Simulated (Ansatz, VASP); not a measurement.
# One calculation of TaC, two programs

Contents of POSCAR:

```
TaC
1.0
    0.0000000000      2.2269985830      2.2269985830
    2.2269985830      0.0000000000      2.2269985830
    2.2269985830      2.2269985830      0.0000000000
Ta C
1 1
Direct
    0.0000000000      0.0000000000      0.0000000000
    0.5000000000      0.5000000000      0.5000000000
```

File INCAR.step1:

```
SYSTEM = TaC
ALGO = Normal
EDIFF = 1E-5
ENCUT = 520
GGA = PE
GGA_COMPAT = .FALSE.
ISIF = 2
ISMEAR = 0
LASPH = .TRUE.
LCHARG = .FALSE.
LREAL = .FALSE.
LWAVE = .TRUE.
NBANDS = 14
NELM = 120
PREC = Accurate
SIGMA = 0.05
```

INCAR.step2

```
SYSTEM = TaC
AEXX = 0.3
ALGO = Normal
EDIFF = 1E-6
ENCUT = 520
GGA = PE
GGA_COMPAT = .FALSE.
HFSCREEN = 0.20787
ISIF = 2
ISMEAR = 0
ISTART = 1
LASPH = .TRUE.
LCHARG = .FALSE.
LHFCALC = .TRUE.
LREAL = .FALSE.
LWAVE = .FALSE.
NBANDS = 14
NELM = 120
PREC = Accurate
PRECFOCK = Normal
SIGMA = 0.05
```

Contents of KPOINTS:

```
k-points
0
G
  8 8 8
  0 0 0
```

Input for Ansatz:

```yaml
crystal:
  lattice:
    - [0.0, 2.226998583, 2.226998583]
    - [2.226998583, 0.0, 2.226998583]
    - [2.226998583, 2.226998583, 0.0]
  atoms:
    - { symbol: Ta, position: [0.0, 0.0, 0.0] }
    - { symbol: C, position: [0.5, 0.5, 0.5] }
basis:
  ecutwfc: 420
  ecutrho_ratio: 4
kpoints:
  mp_grid: { grid: [8, 8, 8] }
hamiltonian:
  xc: { preset: hse06, exx: { coeff: 0.3, omega: 0.20787 } }
scf:
  occupations: { method: gaussian, width: 0.05 }
  n_extra_bands: 9
output:
  forces: true
  stress: true
  eigenvalues: true
  populations: true
  dos: { projected: true, de: 0.02 }
```

Alike in both runs: task single point; functional PBE-based screened hybrid with a share of 0.3 of exact exchange and HFSCREEN = 0.20787; k mesh 8 × 8 × 8; occupations gaussian, width 0.05 eV; no spin polarisation.

```csv
,VASP,Ansatz
version,VASP 6.6.1,Ansatz 0.2.0
potentials or method,"VASP PAW PBE potentials, release 64 (Ta_pv, C), cutoff 520 eV","scalar-relativistic, plane waves, PAW"
valence electrons in the cell,15,17
```

```csv
,VASP,Ansatz,Ansatz less VASP
gap on the k mesh at the Fermi level (eV),none,none,-
pressure (GPa),-3.1,-2.3,+0.83
```

VASP's potentials were made for PBE, not for PBE-based screened hybrid. A gap of «none» marks a metal or a gap that the smearing closes. VASP's potentials hold 15 valence electrons a cell and Ansatz's 17, so a difference there can come from the potentials and not from the codes. Ansatz's warnings: filled band counts differ across k points, stress exchange threshold loose, stress scf threshold loose.

Spin-orbit coupling is off throughout.
